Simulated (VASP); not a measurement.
# H3C2N in VASP: notebook

Runs on H3C2N. Level: PBE+D3(BJ). Tasks: single point.

All numbers are computed with VASP 6.6.1; they aren't measurements. Logs are shortened: lines on timing, memory, paths and dates and some standing lists are left out, and cuts for length are marked.

### 1 The cell of the first run

The cell holds a disordered packing, 36 atoms: a = 6.660 Å, b = 6.660 Å, c = 6.660 Å, α = 90.00°, β = 90.00°, γ = 90.00°.

### 2 Single point, PBE+D3(BJ)

Contents of INCAR:

```
  PREC = Accurate
  ENCUT = 520
  EDIFF = 1E-6
  ISMEAR = -1
  SIGMA = 0.02
  LREAL = Auto
  LASPH = True
  NELM = 120
  ALGO = Normal
  ISIF = 2
  LWAVE = False
  LCHARG = True
  GGA = PE
  IVDW = 12
  LELF = True
  LVHAR = True
  NBANDS = 72
  GGA_COMPAT = False
```

Contents of KPOINTS:

```
regular mesh
0
Gamma
  1 1 1
```

Contents of POSCAR:

```
H3C2N
1.0
    6.6600710000      0.0000000000      0.0000000000
    0.0000000000      6.6600710000      0.0000000000
    0.0000000000      0.0000000000      6.6600710000
C N H
12 6 18
Direct
    0.2762883459      0.0607050585      0.5995731877
    0.2880449773      0.1388874083      0.4048155042
    0.8259521558      0.0287234175      0.8132195588
    0.6539419775     -0.0357053251      0.9230231930
    0.9835330584      0.5614354562      0.2350275245
    1.0541629361      0.5933570378      0.4484486727
    0.4487189401      0.6087472641      0.2653275018
    0.5371864654      0.7050975883      0.4332536395
    0.8701859184      0.0525069477      0.2947866472
    0.7548117730      0.2009287889      0.3877736439
    0.3817677019      0.4860008249      0.8290902604
    0.5829066987      0.4488690886      0.8784290738
    0.2828648523      0.2074152062      0.2422346549
    0.4991087933     -0.0888879413      0.9812207708
    1.1144926233      0.6404886675      0.6033719460
    0.6395577465      0.7666735084      0.5603393718
    0.6495426250      0.3043811395      0.4776976101
    0.7472743158      0.4333887732      0.9337137697
    0.1599532497     -0.0500745412      0.6236119705
    0.4211666813     -0.0198946828      0.6264647929
    0.2597720054      0.1891421278      0.7093317774
    0.8592250743     -0.0921161351      0.7116440651
    0.7971236343      0.1745476888      0.7418089086
    0.9482031047      0.0531525865      0.9123626460
    0.9553501757      0.7011186517      0.1616499284
    1.0853487898      0.4659710084      0.1549983476
    0.8504864287      0.4714964750      0.2427301451
    0.3286901896      0.6926953181      0.2048927106
    0.5493635128      0.5760298952      0.1411846811
    0.3916024319      0.4649800280      0.3046213772
    0.9812508005     -0.0252700009      0.3935693779
    0.7669738055     -0.0531676014      0.2132860145
    0.9479628671      0.1166353932      0.1658841175
    0.3259875157      0.6420502124      0.8153967127
    0.3581793648      0.4312266341      0.6803981519
    0.2846816498      0.4049356231      0.9286387487
```

Potentials or basis: VASP PAW PBE potentials, release 64 (C, N, H).

The run is started by

```
cat potpaw_PBE.64/C/POTCAR potpaw_PBE.64/N/POTCAR potpaw_PBE.64/H/POTCAR > POTCAR
mpirun -np 1 vasp_gam > vasp.out
```

OUTCAR:

```text
PREC = Accurate
   ENCUT = 520
   EDIFF = 1E-6
   ISMEAR = -1
   LREAL = Auto
   LASPH = True
   NELM = 120
   ISIF = 2
   GGA = PE
   IVDW = 12
 IVDW          = 12

 ion  position               nearest neighbor table
   1  0.276  0.061  0.600-  19 1.08  20 1.12  21 1.13   2 1.40
   2  0.288  0.139  0.405-  13 1.18   1 1.40
   3  0.826  0.029  0.813-  24 1.06  22 1.07  23 1.10   4 1.43
   4  0.654  0.964  0.923-  14 1.16   3 1.43
   5  0.984  0.561  0.235-  25 1.07  27 1.07  26 1.07   6 1.51
   6  0.054  0.593  0.448-  15 1.15   5 1.51
   7  0.449  0.609  0.265-  28 1.06  30 1.06  29 1.09   8 1.42
   8  0.537  0.705  0.433-  16 1.16   7 1.42
   9  0.870  0.053  0.295-  33 1.09  31 1.12  32 1.12  10 1.40
  10  0.755  0.201  0.388-  17 1.15   9 1.40
  11  0.382  0.486  0.829-  35 1.07  36 1.07  34 1.11  12 1.40
  12  0.583  0.449  0.878-  18 1.16  11 1.40
  13  0.283  0.207  0.242-   2 1.18
  14  0.499  0.911  0.981-   4 1.16
  15  0.114  0.640  0.603-   6 1.15
  16  0.640  0.767  0.560-   8 1.16
  17  0.650  0.304  0.478-  10 1.15
[... 17 lines left out ...]
  35  0.358  0.431  0.680-  11 1.07
  36  0.285  0.405  0.929-  11 1.07

  LATTYP: Found a simple cubic cell.
 ALAT       =     6.6600710000

  Lattice vectors:

 A1 = (   6.6600710000,   0.0000000000,   0.0000000000)
 A2 = (   0.0000000000,   6.6600710000,   0.0000000000)
 A3 = (   0.0000000000,   0.0000000000,   6.6600710000)

Analysis of symmetry for initial positions (statically):
=====================================================================
 Subroutine PRICEL returns:
 Original cell was already a primitive cell.

 Routine SETGRP: Setting up the symmetry group for a
 simple cubic supercell.

 Subroutine GETGRP returns: Found  1 space group operations
 (whereof  1 operations were pure point group operations)
 out of a pool of 48 trial point group operations.

The static configuration has the point symmetry C_1 .

Analysis of symmetry for dynamics (positions and initial velocities):
=====================================================================
 Subroutine PRICEL returns:
 Original cell was already a primitive cell.

 Routine SETGRP: Setting up the symmetry group for a
 simple cubic supercell.

 Subroutine GETGRP returns: Found  1 space group operations
 (whereof  1 operations were pure point group operations)
 out of a pool of 48 trial point group operations.

[... 145 lines left out ...]
   LREAL  =      T    real-space projection
   EDIFFG = 0.1E-04   stopping-criterion for IOM
   NSW    =      0    number of steps for IOM
   IBRION =     -1    ionic relax: 0-MD 1-quasi-New 2-CG
   NFREE  =      0    steps in history (QN), initial steepest desc. (CG)
   ISIF   =      2    stress and relaxation
   ISYM   =      2    0-nonsym 1-usesym 2-fastsym
   POTIM  = 0.5000    time-step for ionic-motion
   TEBEG  =    0.0;   TEEND  =   0.0 temperature during run
   PSTRESS=    0.0 pullay stress
   NELECT =      96.0000    total number of electrons
   NUPDOWN=      -1.0000    fix difference up-down
   EMIN   =  10.00;   EMAX   =-10.00  energy-range for DOS
   EFERMI =   0.00;   METHOD = LEGACY
   ISMEAR =    -1;   SIGMA  =   0.02  broadening in eV -4-tet -1-fermi 0-gaus
   EFERMI_NEDOS =   21; number of points for ismear=-14 and -15
   IALGO  =     38    algorithm
   IMIX   =      4    mixing-type and parameters
     AMIX     =   0.40;   BMIX     =  1.00
     AMIX_MAG =   1.60;   BMIX_MAG =  1.00
  volume/ion in A,a.u.               =       8.21        55.38
  Fermi-wavevector in a.u.,A,eV,Ry     =   1.125520  2.126924 17.235783  1.266794
  Thomas-Fermi vector in A             =   2.262197
   LORBIT       =      0    0 simple, 1 ext, 2 COOP (PROOUT), +10 PAW based schemes
   GGA     = PE    functional components
   LHFCALC =     F    Hartree Fock is set to
   AEXX    =    0.0000 exact exchange contribution
   IVDW    =    12    specifies the selected vdW correction
   LEPSILON=     F    determine dielectric tensor
   LRPA    =     F    only Hartree local field effects (RPA)
 non-spin polarized calculation
  energy-cutoff  :      520.00
  volume of cell :      295.42
 maximum number of plane-waves:      4013
 NGX is ok and might be reduce to    50
   NGX = 25   NGY = 25   NGZ = 25

 number of electron      95.9999999 magnetization

 Free energy of the ion-electron system (eV)
  ---------------------------------------------------
  ext. energy  EPLUGINS =         0.00000000
  ---------------------------------------------------
  free energy    TOTEN  =      -216.05390210 eV

  energy without entropy =     -216.05390210  energy(sigma->0) =     -216.05390210

 E-fermi :  -1.1166     XC(G=0):  -8.6557

 val. band max:       -1.6319891653   @ k =   0.0000   0.0000   0.0000
 cond. band min:       4.0819554254   @ k =   0.0000   0.0000   0.0000
 fundamental gap:      5.7139445906
 Fermi energy:        -1.1166088841

 k-point     1 :       0.0000    0.0000    0.0000
  band No.  band energies     occupation
      1     -17.7825      2.00000
      2     -17.5332      2.00000
      3     -17.2948      2.00000
      4     -17.2112      2.00000
      5     -17.1026      2.00000
      6     -17.0445      2.00000
[... 52 lines left out ...]
     59       5.7382      0.00000
     60       5.9350      0.00000
 [bands above 60 left out]

------------------------ aborting loop because EDIFF is reached ----------------------------------------

 Edisp (eV)   -3.01053

 E8    (eV) :    -0.7439

  FORCE on cell =-STRESS in cart. coord.  units (eV):
  Direction    XX          YY          ZZ          XY          YZ          ZX
  --------------------------------------------------------------------------------------
  -------------------------------------------------------------------------------------
  Total      21.36203    17.14540    16.64225     2.03507     1.53484     1.12698
  in kB     115.85547    92.98687    90.25809    11.03704     8.32407     6.11209
  external pressure =       99.70 kB  Pullay stress =        0.00 kB

 VOLUME and BASIS-vectors are now :
 -----------------------------------------------------------------------------
  energy-cutoff  :      520.00
  volume of cell :      295.42
      direct lattice vectors                 reciprocal lattice vectors
     6.660071000  0.000000000  0.000000000     0.150148549  0.000000000  0.000000000
     0.000000000  6.660071000  0.000000000     0.000000000  0.150148549  0.000000000
     0.000000000  0.000000000  6.660071000     0.000000000  0.000000000  0.150148549

 POSITION                                       TOTAL-FORCE (eV/Angst)
 -----------------------------------------------------------------------------------
      1.84010      0.40430      3.99320         1.191824      0.463954      1.650218
      1.91840      0.92500      2.69610        -0.579335      0.791375     -2.167754
      5.50090      0.19130      5.41610         0.022929      0.264160      0.313536
      4.35530      6.42227      6.14740        -0.049465      0.345972     -0.874366
      6.55040      3.73920      1.56530         0.505494     -0.453956      2.643162
      0.36073      3.95180      2.98670        -0.952854     -0.193122     -3.365397
[... 28 lines left out ...]
      2.38550      2.87200      4.53150         0.024451     -0.336575     -0.686013
      1.89600      2.69690      6.18480        -0.499035     -0.456565      0.571796
 -----------------------------------------------------------------------------------
    total drift:                                0.010609      0.020238      0.013981

  FREE ENERGIE OF THE ION-ELECTRON SYSTEM (eV)
  ---------------------------------------------------
  free  energy   TOTEN  =      -219.0644325080 eV

  energy  without entropy=     -219.0644325080  energy(sigma->0) =     -219.06443251
```

OSZICAR:

```text
N       E                     dE             d eps       ncg     rms          rms(c)
DAV:   1     0.628024298782E+03    0.62802E+03   -0.53194E+04   144   0.127E+03
DAV:   2    -0.172747199825E+03   -0.80077E+03   -0.74302E+03   184   0.297E+02
DAV:   3    -0.236173477762E+03   -0.63426E+02   -0.62669E+02   184   0.853E+01
DAV:   4    -0.237443716124E+03   -0.12702E+01   -0.12659E+01   184   0.138E+01
DAV:   5    -0.237474750737E+03   -0.31035E-01   -0.31013E-01   176   0.205E+00    0.273E+01
DAV:   6    -0.219318365026E+03    0.18156E+02   -0.31482E+01   168   0.183E+01    0.145E+01
DAV:   7    -0.216401880729E+03    0.29165E+01   -0.76478E+00   176   0.990E+00    0.729E+00
DAV:   8    -0.216060013958E+03    0.34187E+00   -0.11151E+00   168   0.440E+00    0.304E+00
DAV:   9    -0.216049668608E+03    0.10345E-01   -0.23876E-01   168   0.173E+00    0.652E-01
DAV:  10    -0.216050478688E+03   -0.81008E-03   -0.20512E-02   160   0.625E-01    0.279E-01
DAV:  11    -0.216053306513E+03   -0.28278E-02   -0.96309E-03   160   0.364E-01    0.131E-01
DAV:  12    -0.216053672511E+03   -0.36600E-03   -0.82370E-04   176   0.126E-01    0.605E-02
DAV:  13    -0.216053899640E+03   -0.22713E-03   -0.62684E-04   168   0.101E-01    0.329E-02
DAV:  14    -0.216053898098E+03    0.15422E-05   -0.12325E-04   192   0.400E-02    0.116E-02
DAV:  15    -0.216053901817E+03   -0.37192E-05   -0.18678E-05   160   0.166E-02    0.503E-03
DAV:  16    -0.216053902103E+03   -0.28603E-06   -0.11204E-06   112   0.502E-03
   1 F= -.21906443E+03 E0= -.21906443E+03  d E =-.689305E-11
```

stdout:

```text
POSCAR found type information on POSCAR C N H
 POSCAR found :  3 types and      36 ions
 scaLAPACK will be used
 LDA part: xc-table for (Slater+PW92), standard interpolation
 POSCAR, INCAR and KPOINTS ok, starting setup
 FFT: planning ... GRIDC
 FFT: planning ... GRID_SOFT
 FFT: planning ... GRID
 WAVECAR not read
 entering main loop
```

Run time: 49 s. Hardware: 1 thread of Intel Xeon 8259CL, shared host; peak memory 0.33 GiB.

Results:

| Quantity | Value |
| --- | --- |
| Free energy | -219.0644 eV |
| Pressure | 10.0 GPa |
| Largest force | 3.503 eV/Å |
| Band gap on the k mesh | 5.71 eV |
| Dispersion energy per atom | -0.084 eV |

Forces in eV/Å, atoms in the order of the input:
```
C    1.192  0.464  1.650
C   -0.579  0.791 -2.168
C    0.023  0.264  0.314
C   -0.049  0.346 -0.874
C    0.505 -0.454  2.643
C   -0.953 -0.193 -3.365
C    0.087  0.198  0.192
C    1.024 -0.429 -0.657
C    0.382 -1.273 -1.352
C    0.111 -0.986  0.202
C   -0.575  0.361 -0.465
C    0.577  0.764  0.316
N    0.000 -0.863  0.953
N   -0.657  0.060  0.524
N   -0.724  0.443  0.887
N   -0.514 -0.117 -0.185
N   -0.608  0.841  0.681
N    0.461 -0.295 -0.374
H   -0.276 -0.152 -0.110
H   -0.697  0.486  0.197
H    0.048 -1.113 -0.583
H    0.223 -0.200 -0.381
H   -0.002 -0.448 -0.045
H    1.082  0.152  0.615
H   -0.023  0.603 -0.389
H    0.658 -0.061 -0.271
H   -0.592  0.188  0.037
H   -0.781  0.921 -0.458
H    0.492  0.526  0.557
H   -0.206 -0.662  0.545
H   -0.935  0.379 -0.499
H    0.359  0.283  1.081
H    0.500  0.317  0.271
H    0.921 -0.349  0.627
H    0.024 -0.337 -0.686
H   -0.499 -0.457  0.572
```

Levels at points of the mesh, in eV from the valence-band top:
```
           k point  band 46  band 47  band 48  band 49  band 50  band 51
(0.00, 0.00, 0.00)    -0.24    -0.18     0.00     5.71     5.84     5.94
```

Caveat: the k points lie up to 0.94 Å⁻¹ apart; the atoms stand as in a frame of molecular dynamics.

[end of part 1 of 2]
